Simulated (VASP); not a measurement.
Wanted: the native input for a VASP 6.6.1 run.

```
Task                   : single point
Functional             : PBE
Potentials or basis    : VASP PAW PBE potentials, release 64 (Al, Cu)
Cutoff                 : 520 eV
k mesh                 : 1 × 1 × 1
Occupations            : gaussian, width 0.15 eV
Spin                   : no spin polarisation
Dipole correction      : no
Further INCAR settings : LREAL = Auto; ALGO = Normal; EDIFF = 1e-06; NBANDS = 72
```

The structure of Al30Cu (a cell with a defect) lies in POSCAR:

```
Al30Cu
1.0
    8.1000000000      0.0000000000      0.0000000000
    0.0000000000      8.1000000000      0.0000000000
    0.0000000000      0.0000000000      8.1000000000
Al Cu
30 1
Direct
    0.4989065432      0.0077925926      0.0019432099
    0.7496600000      0.2499522222      0.0012469136
    0.0004145679      0.0077785185      0.0019445679
    0.2496486420      0.2566882716     -0.0055179012
    0.4893920988      0.5022869136     -0.0024001235
    0.7496701235      0.7485141975      0.0140249383
    0.2496808642      0.0013149383      0.2498935802
    0.4989109877      0.2492706173      0.2433976543
    0.7496604938      0.4943154321      0.2516761728
    0.4936279012      0.0059487654      0.5071965432
    0.7496267901      0.2371703704      0.5027028395
    0.7496623457     -0.0004816049      0.7568816049
    0.0099223457      0.5022981481     -0.0024071605
    0.2496613580      0.7484293827     -0.0038724691
    0.0004255556      0.2492475309      0.2433982716
    0.2496709877      0.4946107407      0.2527274074
    0.4936377778      0.7439733333      0.2452427160
    0.0056996296      0.0059451852      0.5072380247
    0.2496556790      0.2550596296      0.5027650617
    0.4951334568      0.4977376543      0.5030318519
    0.2496712346     -0.0015314815      0.7565783951
    0.4893930864      0.2536108642      0.7488716049
    0.7496813580      0.4942480247      0.7569416049
    0.0057150617      0.7439772840      0.2452513580
    0.0041591358      0.4977356790      0.5030350617
    0.2496630864      0.7531853086      0.4979860494
    0.0099532099      0.2536113580      0.7488939506
    0.2496751852      0.4891677778      0.7620587654
    0.4951585185      0.7481580247      0.7534520988
    0.0041776543      0.7481727160      0.7534682716
    0.7497507407     -0.0535912346      0.3048112346
```

These files were run (other wordings do the same):

INCAR

```
ALGO = Normal ; EDIFF = 1E-6
ENCUT = 520 ; GGA = PE
GGA_COMPAT = F ; ISIF = 2
ISMEAR = 0 ; LASPH = T
LCHARG = T ; LELF = T
LREAL = Auto ; LVHAR = T
LWAVE = F ; NBANDS = 72
NELM = 120 ; PREC = Accurate
SIGMA = 0.15
```

KPOINTS

```
k-points
0
Gamma
  1 1 1
```

Potentials or basis: VASP PAW PBE potentials, release 64 (Al, Cu).

Command:

```console
$ cat potpaw_PBE.64/Al/POTCAR potpaw_PBE.64/Cu/POTCAR > POTCAR
$ mpirun -np 1 vasp_gam > vasp.out
```

Results of the run:

- Pressure: -2.3 GPa
- Largest force: 0.148 eV/Å
- Band gap on the k mesh: zero (an odd number of electrons rules out a gap without spin polarisation)

Caveat: the k points lie up to 0.78 Å⁻¹ apart, too coarse for converged energies and pressures of a metal.

It took 3.6 min on 1 thread of Intel Xeon 8259CL (shared host), peak memory 0.44 GiB.
